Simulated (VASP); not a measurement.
Si: single point with PBE

Crystal: Si.

```xyz
2
Lattice="0.0000 2.7144 2.7144 2.7144 0.0000 2.7144 2.7144 2.7144 0.0000" Properties=species:S:1:pos:R:3 pbc="T T T"
Si   -0.6379   -0.7193   -0.7193
Si    0.6379    0.7193    0.7193
```

This cell differs from its parent crystal: shortest bond scaled by 0.94.

- Program: VASP 6.6.1
- Task: single point
- Functional: PBE
- Potentials or basis: VASP PAW PBE potentials, release 64 (Si)
- Cutoff: 520 eV
- k mesh: 10 × 10 × 10
- Occupations: fermi-dirac, width 0.05 eV
- Spin: no spin polarisation

The pressure is 2.9 GPa. The largest force is 2.340 eV/Å.

Forces in eV/Å, atoms in the order of the input:
```
Si  -1.351  1.351  1.351
Si   1.351 -1.351 -1.351
```

Stress tensor (GPa, compression positive):
```
 2.89 -3.93 -3.93
-3.93  2.89  3.93
-3.93  3.93  2.89
```

Levels at points of the mesh, in eV from the Fermi level:
| k point | band 1 | band 2 | band 3 | band 4 | band 5 | band 6 | band 7 | band 8 | band 9 |
| --- | --- | --- | --- | --- | --- | --- | --- | --- | --- |
| (0.00, 0.00, 0.00) | -12.37 | -1.14 | 0.02 | 0.02 | 1.89 | 1.89 | 2.66 | 2.98 | 7.37 |
| (0.50, 0.00, 0.00) | -9.73 | -7.98 | -1.47 | -1.47 | 1.33 | 3.18 | 3.18 | 7.55 | 9.64 |
| (0.00, 0.50, 0.00) | -10.15 | -7.16 | -2.02 | -1.20 | 1.07 | 2.36 | 3.38 | 7.23 | 10.32 |
| (0.50, 0.50, 0.00) | -8.52 | -7.94 | -3.33 | -3.11 | 0.07 | 0.52 | 9.69 | 9.85 | 10.42 |

Wall time 75 s on 1 thread of AMD EPYC 7R13, on a shared host, peak memory 0.15 GiB.

Caveat: the cell differs from its parent crystal (shortest bond scaled by 0.94); forces of over 1 eV/Å act on the atoms, so gaps and moduli don't describe the material at rest.
